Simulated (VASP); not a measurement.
# CaSe (P6_3/mmc) in VASP: further runs

Runs on CaSe. Level: PBE. Tasks: single point, relaxation of cell and atoms.

Everything below comes from runs of VASP 6.6.1. Logs are shortened: lines on timing, memory, paths and dates and some standing lists are left out, and cuts for length are marked.

### Step 1. The cell of the first run

It takes space group P6_3/mmc (No. 194, hexagonal). The conventional cell has a = 4.160 Å, b = 4.160 Å, c = 14.221 Å, α = 90.00°, β = 90.00°, γ = 120.00°. Within 3.9 Å of Ca (site symmetry -3m) lie 6 Se at 2.96 Å. Within 4.0 Å of Ca (site symmetry -6m2) lie 6 Se at 3.01 Å. Se (site symmetry 3m) has 6 Ca at 2.96 to 3.01 Å and 1 Se at 3.63 Å within 3.9 Å.

### Step 2. Single point, PBE

INCAR reads:

```
PREC = Accurate
ENCUT = 520
EDIFF = 1E-6
ISMEAR = 0
SIGMA = 0.02
LREAL = False
LASPH = True
NELM = 60
ALGO = Normal
ISIF = 2
LWAVE = False
LCHARG = False
GGA = PE
NBANDS = 42
```

KPOINTS reads:

```
regular mesh
0
Gamma
  9 9 3
```

POSCAR reads:

```
CaSe
1.0
    4.1598776093      0.0000000000      0.0000000000
   -2.0799388046      3.6025596863      0.0000000000
    0.0000000000      0.0000000000     14.2206533451
Ca Se
4 4
Direct
    0.0000000000      0.0000000000      0.0000000000
    0.3333333333      0.6666666667      0.2500000000
    0.0000000000      0.0000000000      0.5000000000
    0.6666666667      0.3333333333      0.7500000000
    0.6666666667      0.3333333333      0.1222174929
    0.6666666667      0.3333333333      0.3777825071
    0.3333333333      0.6666666667      0.6222174929
    0.3333333333      0.6666666667      0.8777825071
```

Potentials or basis: VASP PAW PBE potentials, release 64 (Ca_sv, Se).

Command:

```
> cat potpaw_PBE.64/Ca_sv/POTCAR potpaw_PBE.64/Se/POTCAR > POTCAR
> mpirun -np 1 vasp_std > vasp.out
```

OUTCAR:

```text
PREC = Accurate
   ENCUT = 520
   EDIFF = 1E-6
   ISMEAR = 0
   LREAL = False
   LASPH = True
   NELM = 60
   ISIF = 2
   GGA = PE

 ion  position               nearest neighbor table
   1  0.000  0.000  0.000-   5 2.96   8 2.96   8 2.96   5 2.96   5 2.96   8 2.96
   2  0.333  0.667  0.250-
   3  0.000  0.000  0.500-   6 2.96   7 2.96   7 2.96   6 2.96   6 2.96   7 2.96
   4  0.667  0.333  0.750-
   5  0.667  0.333  0.122-   1 2.96   1 2.96   1 2.96
   6  0.667  0.333  0.378-   3 2.96   3 2.96   3 2.96
   7  0.333  0.667  0.622-   3 2.96   3 2.96   3 2.96
   8  0.333  0.667  0.878-   1 2.96   1 2.96   1 2.96

  LATTYP: Found a hexagonal cell.
 ALAT       =     4.1598776093
 C/A-ratio  =     3.4185268608

  Lattice vectors:

 A1 = (   4.1598776093,   0.0000000000,   0.0000000000)
 A2 = (  -2.0799388046,   3.6025596863,   0.0000000000)
 A3 = (   0.0000000000,   0.0000000000,  14.2206533451)

Analysis of symmetry for initial positions (statically):
=====================================================================
 Subroutine PRICEL returns:
 Original cell was already a primitive cell.

 Routine SETGRP: Setting up the symmetry group for a
 hexagonal supercell.

 Subroutine GETGRP returns: Found 24 space group operations
 (whereof 12 operations were pure point group operations)
 out of a pool of 24 trial point group operations.

The static configuration has the point symmetry D_3d.
 The point group associated with its full space group is D_6h.

Analysis of symmetry for dynamics (positions and initial velocities):
=====================================================================
 Subroutine PRICEL returns:
 Original cell was already a primitive cell.

 Routine SETGRP: Setting up the symmetry group for a
 hexagonal supercell.

 Subroutine GETGRP returns: Found 24 space group operations
 (whereof 12 operations were pure point group operations)
 out of a pool of 24 trial point group operations.

The dynamic configuration has the point symmetry D_3d.
 The point group associated with its full space group is D_6h.

 Subroutine INISYM returns: Found 24 space group operations
[... 106 lines left out ...]
   ENCUT  =  520.0 eV  38.22 Ry    6.18 a.u.   7.73  7.73 26.44*2*pi/ulx,y,z
   NELM   =     60;   NELMIN=  2; NELMDL= -5     # of ELM steps
   EDIFF  = 0.1E-05   stopping-criterion for ELM
   LREAL  =      F    real-space projection
   EDIFFG = 0.1E-04   stopping-criterion for IOM
   NSW    =      0    number of steps for IOM
   IBRION =     -1    ionic relax: 0-MD 1-quasi-New 2-CG
   NFREE  =      0    steps in history (QN), initial steepest desc. (CG)
   ISIF   =      2    stress and relaxation
   ISYM   =      2    0-nonsym 1-usesym 2-fastsym
   POTIM  = 0.5000    time-step for ionic-motion
   TEBEG  =    0.0;   TEEND  =   0.0 temperature during run
   PSTRESS=    0.0 pullay stress
   NELECT =      64.0000    total number of electrons
   NUPDOWN=      -1.0000    fix difference up-down
   EMIN   =  10.00;   EMAX   =-10.00  energy-range for DOS
   EFERMI =   0.00;   METHOD = LEGACY
   ISMEAR =     0;   SIGMA  =   0.02  broadening in eV -4-tet -1-fermi 0-gaus
   EFERMI_NEDOS =   21; number of points for ismear=-14 and -15
   IALGO  =     38    algorithm
   IMIX   =      4    mixing-type and parameters
     AMIX     =   0.40;   BMIX     =  1.00
     AMIX_MAG =   1.60;   BMIX_MAG =  1.00
  volume/ion in A,a.u.               =      26.64       179.77
  Fermi-wavevector in a.u.,A,eV,Ry     =   1.096304  2.071714 16.352608  1.201883
  Thomas-Fermi vector in A             =   2.232644
   LORBIT       =      0    0 simple, 1 ext, 2 COOP (PROOUT), +10 PAW based schemes
   GGA     = PE    functional components
   LHFCALC =     F    Hartree Fock is set to
   AEXX    =    0.0000 exact exchange contribution
   IVDW    =     0    specifies the selected vdW correction
   LEPSILON=     F    determine dielectric tensor
   LRPA    =     F    only Hartree local field effects (RPA)
 non-spin polarized calculation
 Gauss-broadening in eV      SIGMA  =   0.02
  energy-cutoff  :      520.00
  volume of cell :      213.11
 maximum number of plane-waves:      5807
 NGX is ok and might be reduce to    32

 number of electron      63.9999999 magnetization

 Free energy of the ion-electron system (eV)
  ---------------------------------------------------
  ext. energy  EPLUGINS =         0.00000000
  ---------------------------------------------------
  free energy    TOTEN  =       -37.40738389 eV

  energy without entropy =      -37.40738389  energy(sigma->0) =      -37.40738389

 E-fermi :   2.6396     XC(G=0):  -9.0169

 val. band max:        2.4539376797   @ k =   0.0000   0.0000   0.0000
 cond. band min:       4.3580965551   @ k =   0.4444  -0.0000   0.0000
 fundamental gap:      1.9041588753
 Fermi energy:         2.6395809262

 k-point     1 :       0.0000    0.0000    0.0000
  band No.  band energies     occupation
      1     -37.7497      2.00000
      2     -37.7497      2.00000
      3     -37.4056      2.00000
      4     -37.4056      2.00000
      5     -18.7558      2.00000
      6     -18.7558      2.00000
[... 1069 lines left out ...]
     41       7.6537      0.00000
     42       7.6611      0.00000

------------------------ aborting loop because EDIFF is reached ----------------------------------------

  FORCE on cell =-STRESS in cart. coord.  units (eV):
  Direction    XX          YY          ZZ          XY          YZ          ZX
  --------------------------------------------------------------------------------------
  -------------------------------------------------------------------------------------
  Total        0.2096141      0.2096141      0.2410041      0.0000000      0.0000000      0.0000000
  in kB        1.5758681      1.5758681      1.8118563      0.0000000      0.0000000      0.0000000
  external PRESSURE =       1.6545309 kB  Pullay stress =       0.0000000 kB

 VOLUME and BASIS-vectors are now :
 -----------------------------------------------------------------------------
  energy-cutoff  :      520.00
  volume of cell :      213.11
      direct lattice vectors                 reciprocal lattice vectors
     4.159877609  0.000000000  0.000000000     0.240391688  0.138790206  0.000000000
    -2.079938805  3.602559686  0.000000000     0.000000000  0.277580411  0.000000000
     0.000000000  0.000000000 14.220653345     0.000000000  0.000000000  0.070320257

 POSITION                                       TOTAL-FORCE (eV/Angst)
 -----------------------------------------------------------------------------------
      0.00000      0.00000      0.00000         0.000000      0.000000      0.000000
     -0.00000      2.40171      3.55516         0.000000     -0.000000      0.000000
      0.00000      0.00000      7.11033         0.000000      0.000000      0.000000
      2.07994      1.20085     10.66549        -0.000000      0.000000      0.000000
      2.07994      1.20085      1.73801         0.000000      0.000000      0.002336
      2.07994      1.20085      5.37231         0.000000      0.000000     -0.002336
     -0.00000      2.40171      8.84834        -0.000000      0.000000      0.002336
     -0.00000      2.40171     12.48264        -0.000000     -0.000000     -0.002336
 -----------------------------------------------------------------------------------
    total drift:                               -0.000000      0.000000      0.000000

  FREE ENERGIE OF THE ION-ELECTRON SYSTEM (eV)
  ---------------------------------------------------
  free  energy   TOTEN  =       -37.4073838892 eV

  energy  without entropy=      -37.4073838892  energy(sigma->0) =      -37.40738389
```

OSZICAR:

```text
N       E                     dE             d eps       ncg     rms          rms(c)
DAV:   1     0.595081094199E+03    0.59508E+03   -0.29833E+04  2016   0.141E+03
DAV:   2     0.542655205961E+01   -0.58965E+03   -0.57201E+03  2406   0.390E+02
DAV:   3    -0.355534810833E+02   -0.40980E+02   -0.40486E+02  2910   0.858E+01
DAV:   4    -0.380701576608E+02   -0.25167E+01   -0.25102E+01  3360   0.200E+01
DAV:   5    -0.381630729236E+02   -0.92915E-01   -0.92884E-01  2944   0.339E+00    0.866E+00
DAV:   6    -0.374464590636E+02    0.71661E+00   -0.15362E+00  2552   0.393E+00    0.525E+00
DAV:   7    -0.373988998601E+02    0.47559E-01   -0.89497E-01  2872   0.339E+00    0.127E+00
DAV:   8    -0.374038310051E+02   -0.49311E-02   -0.14714E-01  2536   0.136E+00    0.233E-01
DAV:   9    -0.374053899263E+02   -0.15589E-02   -0.83538E-03  2792   0.375E-01    0.139E-01
DAV:  10    -0.374069386850E+02   -0.15488E-02   -0.20543E-03  2992   0.165E-01    0.600E-02
DAV:  11    -0.374073481076E+02   -0.40942E-03   -0.43096E-04  2552   0.821E-02    0.206E-02
DAV:  12    -0.374073793282E+02   -0.31221E-04   -0.88347E-05  2680   0.483E-02    0.823E-03
DAV:  13    -0.374073839702E+02   -0.46419E-05   -0.11365E-05  2584   0.124E-02    0.383E-03
DAV:  14    -0.374073838892E+02    0.80991E-07   -0.10565E-06  1830   0.560E-03
   1 F= -.37407384E+02 E0= -.37407384E+02  d E =-.177285E-41
```

Run time: 6.2 min. Hardware: 1 thread of AMD EPYC 9755, shared host; peak memory 0.38 GiB.

Results:

```yaml
Free_energy: -37.4074 eV
Pressure: 0.2 GPa
Band_gap_on_the_k_mesh: 1.90 eV, indirect (least direct gap 2.55 eV)
```

Forces on the atoms (eV/Å):
```
Ca   0.000  0.000  0.000
Ca   0.000  0.000  0.000
Ca   0.000  0.000  0.000
Ca   0.000  0.000  0.000
Se   0.000  0.000  0.002
Se   0.000  0.000 -0.002
Se   0.000  0.000  0.002
Se   0.000  0.000 -0.002
```

A k mesh can miss the band edges.

### Step 3. Relaxation of cell and atoms, PBE

This run uses another cell than the first one: it holds 4 atoms, not 8.

INCAR reads:

```
SYSTEM = CaSe
PREC = Accurate
ENCUT = 600
EDIFF = 1E-7
ISMEAR = 0
SIGMA = 0.02
LREAL = .FALSE.
LASPH = .TRUE.
NELM = 100
ALGO = Normal
ISIF = 3
LWAVE = .FALSE.
LCHARG = .FALSE.
GGA = PE
IBRION = 2
NSW = 65
EDIFFG = -0.01
```

KPOINTS reads:

```
regular mesh
0
G
  9 9 6
  0 0 0
```

POSCAR reads:

```
CaSe
1.0
    4.2136692919      0.0000000000      0.0000000000
   -2.1068346459      3.6491446499      0.0000000000
    0.0000000000      0.0000000000      6.8808501003
Ca Se
2 2
Direct
    0.0000000000      0.0000000000      0.0000000000
    0.0000000000      0.0000000000      0.5000000000
    0.3333333333      0.6666666667      0.2500000000
    0.6666666667      0.3333333333      0.7500000000
```

Potentials or basis: VASP PAW PBE potentials, release 64 (Ca_sv, Se).

Command:

```
> cat potpaw_PBE.64/Ca_sv/POTCAR potpaw_PBE.64/Se/POTCAR > POTCAR
> mpirun -np 1 vasp_std > vasp.out
```

Wall time 12 min (1 thread of AMD EPYC 9755, shared host); peak memory 0.29 GiB.

It converged, with:

```
Free energy                            : -18.6964 eV
Relaxed volume                         : 26.90 Å³/atom
Relaxed cell                           : a = 4.152 Å, b = 4.152 Å, c = 7.207 Å, α = 90.00°, β = 90.00°, γ = 120.00°
Space group after relaxing (to 0.05 Å) : P6_3/mmc (No. 194)
Energy gained by relaxing              : 18.9 meV/atom
Ionic steps                            : 5
Pressure after relaxing                : 0.0 GPa
Band gap on the k mesh                 : 2.25 eV, indirect (least direct gap 2.44 eV)
```

The path:
```csv
step,energy change (eV),largest force (eV/Å),pressure (GPa),volume (Å³)
1,0.0000,0.0000,1.06,105.80
2,-0.0676,0.0000,-0.28,108.45
3,-0.0713,0.0000,-0.68,109.29
4,-0.0714,0.0000,-0.64,109.22
5,-0.0757,0.0000,0.01,107.61
```

Final structure:
```
CELL_PARAMETERS angstrom
4.15224 0.00000 0.00000
-2.07612 3.59594 0.00000
0.00000 0.00000 7.20681
ATOMIC_POSITIONS crystal
Ca 0.00000 0.00000 0.00000
Ca 0.00000 0.00000 0.50000
Se 0.33333 0.66667 0.25000
Se 0.66667 0.33333 0.75000
```

Levels at points of the mesh, in eV from the valence-band top:
```csv
k point,band 14,band 15,band 16,band 17,band 18,band 19
"(0.00, 0.00, 0.00)",-0.36,0.00,0.00,2.44,3.07,3.79
"(0.00, 0.00, 0.50)",-0.60,-0.60,-0.60,3.56,3.56,4.28
```

A k mesh can miss the band edges. A hybrid or GW would open this gap; PBE tends to underestimate it.
